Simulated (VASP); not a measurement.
# Ir (Fm-3m) in VASP: single point with PBEsol

Aim: the single point of Ir with PBEsol.

Program: VASP 6.6.1. These are calculated values, not measurements. Logs are shortened: lines on timing, memory, paths and dates and some standing lists are left out, and cuts for length are marked.

## 1. The cell of the first run

It takes space group Fm-3m (No. 225, cubic). The conventional cell has a = 3.830 Å, b = 3.830 Å, c = 3.830 Å, α = 90.00°, β = 90.00°, γ = 90.00°. Within 3.6 Å of Ir (site symmetry m-3m) lie 12 Ir at 2.71 Å.

## 2. Single point, PBEsol

Contents of POSCAR:

```
Ir
1.0
    0.0000000000      1.9151294299      1.9151294299
    1.9151294299      0.0000000000      1.9151294299
    1.9151294299      1.9151294299      0.0000000000
Ir
1
Direct
    0.0000000000      0.0000000000      0.0000000000
```

Contents of INCAR.step1:

```
SYSTEM = Ir
PREC = Accurate
ENCUT = 420
EDIFF = 1E-6
ISMEAR = 0
SIGMA = 0.1
LREAL = .FALSE.
LASPH = .TRUE.
NELM = 120
ALGO = Normal
ISIF = 2
LWAVE = .FALSE.
LCHARG = .TRUE.
LMAXMIX = 4
GGA = PS
NBANDS = 14
GGA_COMPAT = .FALSE.
NEDOS = 2001
LORBIT = 11
```

Contents of KPOINTS.step1:

```
regular mesh
0
G
  18 18 18
  0 0 0
```

Contents of INCAR.step2:

```
SYSTEM = Ir
PREC = Accurate
ENCUT = 420
EDIFF = 1E-6
ISMEAR = -5
SIGMA = 0.1
LREAL = .FALSE.
LASPH = .TRUE.
NELM = 120
ALGO = Normal
ISIF = 2
LWAVE = .FALSE.
LCHARG = .FALSE.
LMAXMIX = 4
GGA = PS
LORBIT = 11
NBANDS = 14
NEDOS = 1001
ICHARG = 11
GGA_COMPAT = .FALSE.
```

Contents of KPOINTS.step2:

```
regular mesh
0
G
  27 27 27
  0 0 0
```

Potentials or basis: VASP PAW PBE potentials, release 64 (Ir_sv_GW).

Started as:

```console
$ cat potpaw_PBE.64/Ir_sv_GW/POTCAR > POTCAR
$ cp INCAR.step1 INCAR
$ cp KPOINTS.step1 KPOINTS
$ mpirun -np 1 vasp_std > vasp.out
$ cp INCAR.step2 INCAR
$ cp KPOINTS.step2 KPOINTS
$ mpirun -np 1 vasp_std > vasp.out
```

OUTCAR:

```text
SYSTEM = Ir
   PREC = Accurate
   ENCUT = 420
   EDIFF = 1E-6
   ISMEAR = -5
   LREAL = .FALSE.
   LASPH = .TRUE.
   NELM = 120
   ISIF = 2
   GGA = PS
   LORBIT = 11
   ICHARG = 11

 ion  position               nearest neighbor table
   1  0.000  0.000  0.000-

  LATTYP: Found a face centered cubic cell.
 ALAT       =     3.8302588598

  Lattice vectors:

 A1 = (   0.0000000000,   1.9151294299,   1.9151294299)
 A2 = (   1.9151294299,   0.0000000000,   1.9151294299)
 A3 = (   1.9151294299,   1.9151294299,   0.0000000000)

Analysis of symmetry for initial positions (statically):
=====================================================================
 Subroutine PRICEL returns:
 Original cell was already a primitive cell.

 Routine SETGRP: Setting up the symmetry group for a
 face centered cubic supercell.

 Subroutine GETGRP returns: Found 48 space group operations
 (whereof 48 operations were pure point group operations)
 out of a pool of 48 trial point group operations.

The static configuration has the point symmetry O_h .

Analysis of symmetry for dynamics (positions and initial velocities):
=====================================================================
 Subroutine PRICEL returns:
 Original cell was already a primitive cell.

 Routine SETGRP: Setting up the symmetry group for a
 face centered cubic supercell.

 Subroutine GETGRP returns: Found 48 space group operations
 (whereof 48 operations were pure point group operations)
 out of a pool of 48 trial point group operations.

The dynamic configuration has the point symmetry O_h .

 Subroutine INISYM returns: Found 48 space group operations
 (whereof 48 operations are pure point group operations),
 and found     1 'primitive' translations

----------------------------------------------------------------------------------------

                                     Primitive cell

  volume of cell :      14.0483

  direct lattice vectors                    reciprocal lattice vectors
     0.000000000  1.915129430  1.915129430    -0.261078960  0.261078960  0.261078960
     1.915129430  0.000000000  1.915129430     0.261078960 -0.261078960  0.261078960
     1.915129430  1.915129430  0.000000000     0.261078960  0.261078960 -0.261078960

  length of vectors
     2.708402013  2.708402013  2.708402013     0.452202024  0.452202024  0.452202024

  position of ions in fractional coordinates (direct lattice)
     0.000000000  0.000000000  0.000000000

  ion indices of the primitive-cell ions
   primitive index   ion index
                 1           1

----------------------------------------------------------------------------------------

 KPOINTS: regular mesh

Automatic generation of k-mesh.
 Grid dimensions read from file:
 generate k-points for:   27   27   27

 Generating k-lattice:

  Cartesian coordinates                     Fractional coordinates (reciprocal lattice)
    -0.009669591  0.009669591  0.009669591     0.037037037  0.000000000  0.000000000
     0.009669591 -0.009669591  0.009669591     0.000000000  0.037037037  0.000000000
     0.009669591  0.009669591 -0.009669591     0.000000000  0.000000000  0.037037037

  Length of vectors
     0.016748223  0.016748223  0.016748223

  Shift w.r.t. Gamma in fractional coordinates (k-lattice)
     0.000000000  0.000000000  0.000000000

 TETIRR: Found   2653 inequivalent tetrahedra from   118098

 Subroutine IBZKPT returns following result:
 ===========================================

 Found    560 irreducible k-points:

 Following reciprocal coordinates:
            Coordinates               Weight
  0.000000  0.000000  0.000000      1.000000
  0.037037  0.000000  0.000000      8.000000
  0.074074  0.000000  0.000000      8.000000
  0.111111  0.000000  0.000000      8.000000
  0.148148  0.000000  0.000000      8.000000
  0.185185  0.000000  0.000000      8.000000
[... 16 lines left out ...]
  0.333333  0.037037  0.000000     24.000000
  0.370370  0.037037  0.000000     24.000000
 [... further k-points ...]
   k-points           NKPTS =    560   k-points in BZ     NKDIM =    560   number of bands    NBANDS=     14
   number of dos      NEDOS =   1001   number of ions     NIONS =      1
   total plane-waves  NPLWV =   5832
   dimension x,y,z NGX =    18 NGY =   18 NGZ =   18
   dimension x,y,z NGXF=    36 NGYF=   36 NGZF=   36
   ions per type =               1
   NGX,Y,Z   is equivalent  to a cutoff of  11.05, 11.05, 11.05 a.u.
   NGXF,Y,Z  is equivalent  to a cutoff of  22.10, 22.10, 22.10 a.u.
 SYSTEM =  Ir
   PREC   = accura    normal or accurate (medium, high low for compatibility)
   ISTART =      0    job   : 0-new  1-cont  2-samecut
   ICHARG =     11    charge: 1-file 2-atom 10-const
   ISPIN  =      1    spin polarized calculation?
   LNONCOLLINEAR =      F non collinear calculations
   LSORBIT =      F    spin-orbit coupling
   LASPH  =      T    aspherical Exc in radial PAW
   ENCUT  =  420.0 eV  30.87 Ry    5.56 a.u.   4.53  4.53  4.53*2*pi/ulx,y,z
   NELM   =    120;   NELMIN=  2; NELMDL=  0     # of ELM steps
   EDIFF  = 0.1E-05   stopping-criterion for ELM
   LREAL  =      F    real-space projection
   EDIFFG = 0.1E-04   stopping-criterion for IOM
   NSW    =      0    number of steps for IOM
   IBRION =     -1    ionic relax: 0-MD 1-quasi-New 2-CG
   NFREE  =      0    steps in history (QN), initial steepest desc. (CG)
   ISIF   =      2    stress and relaxation
   ISYM   =      2    0-nonsym 1-usesym 2-fastsym
   POTIM  = 0.5000    time-step for ionic-motion
   TEBEG  =    0.0;   TEEND  =   0.0 temperature during run
   PSTRESS=    0.0 pullay stress
   NELECT =      17.0000    total number of electrons
   NUPDOWN=      -1.0000    fix difference up-down
   EMIN   =  10.00;   EMAX   =-10.00  energy-range for DOS
   EFERMI =   0.00;   METHOD = LEGACY
   ISMEAR =    -5;   SIGMA  =   0.10  broadening in eV -4-tet -1-fermi 0-gaus
   EFERMI_NEDOS =   21; number of points for ismear=-14 and -15
   IALGO  =     38    algorithm
   IMIX   =      4    mixing-type and parameters
     AMIX     =   0.40;   BMIX     =  1.00
     AMIX_MAG =   1.60;   BMIX_MAG =  1.00
  volume/ion in A,a.u.               =      14.05        94.80
  Fermi-wavevector in a.u.,A,eV,Ry     =   1.744548  3.296718 41.408637  3.043449
  Thomas-Fermi vector in A             =   2.816407
   LORBIT       =     11    0 simple, 1 ext, 2 COOP (PROOUT), +10 PAW based schemes
   GGA     = PS    functional components
   LHFCALC =     F    Hartree Fock is set to
   AEXX    =    0.0000 exact exchange contribution
   IVDW    =     0    specifies the selected vdW correction
   LEPSILON=     F    determine dielectric tensor
   LRPA    =     F    only Hartree local field effects (RPA)
 non-spin polarized calculation
 Fermi weights with tetrahedron method with Bloechl corrections
  energy-cutoff  :      420.00
  volume of cell :       14.05
 maximum number of plane-waves:       291

 number of electron      16.9999999 magnetization

 Free energy of the ion-electron system (eV)
  ---------------------------------------------------
  ext. energy  EPLUGINS =         0.00000000
  ---------------------------------------------------
  free energy    TOTEN  =       -10.38922307 eV

  energy without entropy =      -10.38922307  energy(sigma->0) =      -10.38922307

 E-fermi :  12.8686     XC(G=0): -14.7514

 val. band max:       12.8684600071   @ k =   0.3704   0.1111   0.0000
 cond. band min:      12.8416476458   @ k =   0.4815   0.3333   0.1111
 fundamental gap:     -0.0268123614
 Fermi energy:        12.8685896012

 k-point     1 :       0.0000    0.0000    0.0000
  band No.  band energies     occupation
      1     -80.0917      2.00000
      2     -36.5398      2.00000
      3     -36.5398      2.00000
      4     -36.5398      2.00000
      5       1.6429      2.00000
      6       8.9405      2.00000
      7       8.9405      2.00000
      8       8.9405      2.00000
      9      11.6827      2.00000
     10      11.6827      2.00000
     11      26.4437      0.00000
     12      31.9882      0.00000
     13      31.9882      0.00000
     14      31.9882      0.00000

 k-point     2 :       0.0370    0.0000    0.0000
  band No.  band energies     occupation
      1     -80.0908      2.00000
      2     -36.5511      2.00000
      3     -36.5413      2.00000
      4     -36.5413      2.00000
      5       1.7052      2.00000
      6       8.9059      2.00000
      7       8.9678      2.00000
      8       8.9678      2.00000
      9      11.6640      2.00000
     10      11.6640      2.00000
     11      26.5537      0.00000
     12      31.6784      0.00000
     13      32.0930      0.00000
     14      32.0930      0.00000

 k-point     3 :       0.0741    0.0000    0.0000
  band No.  band energies     occupation
      1     -80.0881      2.00000
      2     -36.5841      2.00000
      3     -36.5457      2.00000
      4     -36.5457      2.00000
      5       1.8895      2.00000
      6       8.8091      2.00000
      7       9.0455      2.00000
      8       9.0455      2.00000
      9      11.6149      2.00000
     10      11.6149      2.00000
     11      26.8721      0.00000
     12      30.9322      0.00000
     13      32.4040      0.00000
     14      32.4040      0.00000
[... 324 lines left out ...]
 k-point    23 :       0.3333    0.0370    0.0000
  band No.  band energies     occupation
      1     -80.0426      2.00000
      2     -37.1226      2.00000
      3     -36.6312      2.00000
      4     -36.6204      2.00000
      5       4.5402      2.00000
      6       9.0089      2.00000
      7       9.1646      2.00000
      8       9.2632      2.00000
      9      12.3761      2.00000
     10      12.7627      1.38278
     11      24.4617      0.00000
     12      28.2020      0.00000
     13      34.6028      0.00000
     14      35.5511      0.00000

 k-point    24 :       0.3704    0.0370    0.0000
  band No.  band energies     occupation
      1     -80.0359      2.00000
      2     -37.1989      2.00000
      3     -36.6411      2.00000
      4     -36.6328      2.00000
      5       4.6775      2.00000
      6       9.0293      2.00000
      7       9.1467      2.00000
      8       9.6612      2.00000
      9      12.8322      1.37647
     10      13.1278     -0.02928
     11      23.3325      0.00000
     12      27.4752      0.00000
     13      33.6485      0.00000
     14      34.4989      0.00000

 [... further k-points ...]
[... 5 lines left out ...]
  --------------------------------------------------------------------------------------
  -------------------------------------------------------------------------------------
  Total       -0.2544358     -0.2544358     -0.2544358     -0.0000000      0.0000000     -0.0000000
  in kB      -29.0177921    -29.0177921    -29.0177921     -0.0000000      0.0000000     -0.0000000
  external PRESSURE =     -29.0177921 kB  Pullay stress =       0.0000000 kB

 VOLUME and BASIS-vectors are now :
 -----------------------------------------------------------------------------
  energy-cutoff  :      420.00
  volume of cell :       14.05
      direct lattice vectors                 reciprocal lattice vectors
     0.000000000  1.915129430  1.915129430    -0.261078960  0.261078960  0.261078960
     1.915129430  0.000000000  1.915129430     0.261078960 -0.261078960  0.261078960
     1.915129430  1.915129430  0.000000000     0.261078960  0.261078960 -0.261078960

 POSITION                                       TOTAL-FORCE (eV/Angst)
 -----------------------------------------------------------------------------------
      0.00000      0.00000      0.00000         0.000000      0.000000      0.000000
 -----------------------------------------------------------------------------------
    total drift:                                0.000000      0.000000     -0.000000

  FREE ENERGIE OF THE ION-ELECTRON SYSTEM (eV)
  ---------------------------------------------------
  free  energy   TOTEN  =       -10.3892230690 eV

  energy  without entropy=      -10.3892230690  energy(sigma->0) =      -10.38922307

 total charge

# of ion       s       p       d       f       tot
--------------------------------------------------
    1        4.226   6.108   6.317   0.026  16.677
```

Wall time 54 s (1 thread of Intel Xeon Platinum 8259CL at 2.50GHz (Skylake/Cascade Lake), shared host); peak memory 0.19 GiB.

What came out:

```yaml
Valence_electrons_inside_the_program's_atomic_spheres: Ir 16.68
```

Caveat: the PAW data sets were made with another functional, which shifts forces and pressure a little; spin-orbit coupling is left out, which moves the levels of the heavy elements; tetrahedron occupations give inexact forces and stress in metals.
